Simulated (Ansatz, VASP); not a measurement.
**GaSb: VASP beside Ansatz**

File INCAR:

```
PREC = Accurate ; ENCUT = 520
EDIFF = 1E-7 ; ISMEAR = -1
SIGMA = 0.05 ; LREAL = F
LASPH = T ; NELM = 60
ALGO = Normal ; ISIF = 2
LWAVE = F ; LCHARG = F
GGA = B5 ; ALDAX = 1.0
AGGAX = 1.0 ; AGGAC = 1.0
ALDAC = 0.0 ; IVDW = 12
VDW_S6 = 1.0 ; VDW_S8 = 2.6996
VDW_A1 = 0.4298 ; VDW_A2 = 4.2359
NBANDS = 16
```

File KPOINTS:

```
Automatic mesh
0
Gamma
  8 8 8
```

Contents of POSCAR:

```
GaSb
1.0
    0.0000000000      3.1189956238      3.1189956238
    3.1189956238      0.0000000000      3.1189956238
    3.1189956238      3.1189956238      0.0000000000
Sb Ga
1 1
Direct
    0.7500000000      0.7500000000      0.7500000000
    0.0000000000      0.0000000000      0.0000000000
```

input.yaml

```yaml
crystal:
  lattice:
    - [0.0, 3.1189956238, 3.1189956238]
    - [3.1189956238, 0.0, 3.1189956238]
    - [3.1189956238, 3.1189956238, 0.0]
  atoms:
    - { symbol: Sb, position: [0.75, 0.75, 0.75] }
    - { symbol: Ga, position: [0.0, 0.0, 0.0] }
hamiltonian:
  xc: blyp
  pseudopotentials: { kind: paw }
  dispersion: d3bj
kpoints:
  mp_grid: { grid: [8, 8, 8] }
scf:
  occupations: { method: fermi_dirac, width: 0.05 }
output:
  forces: true
  stress: true
  eigenvalues: true
```

Alike in both runs: task single point; functional BLYP; dispersion D3(BJ); k mesh 8 × 8 × 8; occupations fermi-dirac, width 0.05 eV; no spin polarisation.

|  | VASP | Ansatz |
| --- | --- | --- |
| version | VASP 6.6.1 | Ansatz 0.2.0 |
| potentials or method | VASP PAW PBE potentials, release 64 (Sb, Ga_d) | Ansatz PAW |
| plane-wave cutoff (eV) | 520 | 420 |
| valence electrons in the cell | 18 | 28 |

Ansatz gave:

* gap on the k mesh at the Fermi level (eV): none
* pressure (GPa): -2.3

Question: Which values does VASP return?

Answer: gap on the k mesh at the Fermi level (eV): none; pressure (GPa): -2.1.

VASP's potentials were made for PBE, not for BLYP. A gap of «none» marks a metal or a gap that the smearing closes. VASP's potentials hold 18 valence electrons a cell and Ansatz's 28, so a difference there can come from the potentials and not from the codes.

Spin-orbit coupling is off throughout.
